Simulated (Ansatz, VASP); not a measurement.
## AlN: VASP beside Ansatz

POSCAR

```
AlN
1.0
    3.1066945332      0.0000000000      0.0000000000
   -1.5533472666      2.6904763876      0.0000000000
    0.0000000000      0.0000000000      4.9785887007
Al N
2 2
Direct
    0.3333333333      0.6666666667     -0.0007956004
    0.6666666667      0.3333333333      0.4992043996
    0.3333333333      0.6666666667      0.3807956004
    0.6666666667      0.3333333333      0.8807956004
```

Contents of INCAR.step1:

```
ALGO = Normal
EDIFF = 1E-4
ENCUT = 520
GGA = PE
ISMEAR = 0
LASPH = T
LCHARG = F
LREAL = F
LWAVE = T
NBANDS = 16
NELM = 100
PREC = Accurate
SIGMA = 0.01
```

The input INCAR.step2:

```
ALGO = Normal
EDIFF = 1E-7
ENCUT = 520
ISIF = 2
ISMEAR = 0
ISTART = 1
LASPH = T
LCHARG = F
LMIXTAU = T
LREAL = F
LWAVE = F
METAGGA = R2SCAN
NBANDS = 16
NELM = 100
PREC = Accurate
SIGMA = 0.01
```

File KPOINTS:

```
k-points
0
Gamma
  12 12 6
```

Input for Ansatz:

```yaml
crystal:
  lattice:
    - [3.1066945332, 0.0, 0.0]
    - [-1.5533472666, 2.6904763876, 0.0]
    - [0.0, 0.0, 4.9785887007]
  atoms:
    - { symbol: Al, position: [0.3333333333, 0.6666666667, -0.0007956004] }
    - { symbol: Al, position: [0.6666666667, 0.3333333333, 0.4992043996] }
    - { symbol: "N", position: [0.3333333333, 0.6666666667, 0.3807956004] }
    - { symbol: "N", position: [0.6666666667, 0.3333333333, 0.8807956004] }
kpoints:
  mp_grid: { grid: [12, 12, 6] }
  band_path:
    path:
      - [0.0, 0.0, 0.0]
      - [0.5, 0.0, 0.0]
      - [0.3333333333, 0.3333333333, 0.0]
      - [0.0, 0.0, 0.5]
      - [0.5, 0.0, 0.5]
      - [0.3333333333, 0.3333333333, 0.5]
    npoints: 1
hamiltonian:
  xc: r2scan
scf:
  occupations: { method: fixed }
  n_extra_bands: 5
output:
  forces: true
  stress: true
  eigenvalues: true
  write_density: true
  write_potential: true
  elf: true
  volumetric_format: npy
```

Alike in both runs: task single point; functional r2SCAN; k mesh 12 × 12 × 6; no spin polarisation.

|  | VASP | Ansatz |
| --- | --- | --- |
| version | VASP 6.6.1 | Ansatz 0.2.0 |
| potentials or method | VASP PAW PBE potentials, release 64 (Al, N) | plane waves, PAW |
| plane-wave cutoff (eV) | 520 | 500 |
| occupations | gaussian, width 0.01 eV | fixed |
| valence electrons in the cell | 16 | 16 |

Ansatz gave:

```
gap on the k mesh at the Fermi level (eV) : 4.88
pressure (GPa)                            : 0.0
```

Problem. What did VASP give for the same quantities?

Solution. gap on the k mesh at the Fermi level (eV): 4.92; pressure (GPa): -0.4.

VASP's potentials were made for PBE, not for r2SCAN.
